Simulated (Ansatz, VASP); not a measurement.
**Two plane-wave programs on Nb**

```
Nb
1.0
     2.80065    0.00000    0.00000
    -1.40033    2.42544    0.00000
     0.00000    0.00000    5.25836
Nb
2
Direct
  0.33333 0.66667 0.25000
  0.66667 0.33333 0.75000
```

Alike in both runs: functional PBEsol; k mesh 6 × 6 × 4; occupations gaussian, width 0.1 eV; no spin polarisation.

Ansatz relaxed the structure, and its values are those at the end. VASP's run is a single point on that final structure, the one shown.

|  | VASP | Ansatz |
| --- | --- | --- |
| version | VASP 6.6.1 | Ansatz 0.2.0 |
| potentials or method | VASP PAW PBE potentials, release 64 (Nb_sv), cutoff 500 eV | scalar-relativistic, plane waves, PAW |
| valence electrons in the cell | 26 | 26 |

|  | VASP | Ansatz | Ansatz less VASP |
| --- | --- | --- | --- |
| gap on the k mesh at the Fermi level (eV) | none | none | - |
| pressure (GPa) | -0.3 | 0.0 | +0.33 |

VASP's potentials were made for PBE, not for PBEsol. A gap of «none» marks a metal or a gap that the smearing closes. The functional is the same, so the differences come from potentials, cutoffs and numerics.

The k mesh is coarse, so the values compare programs but aren't converged.
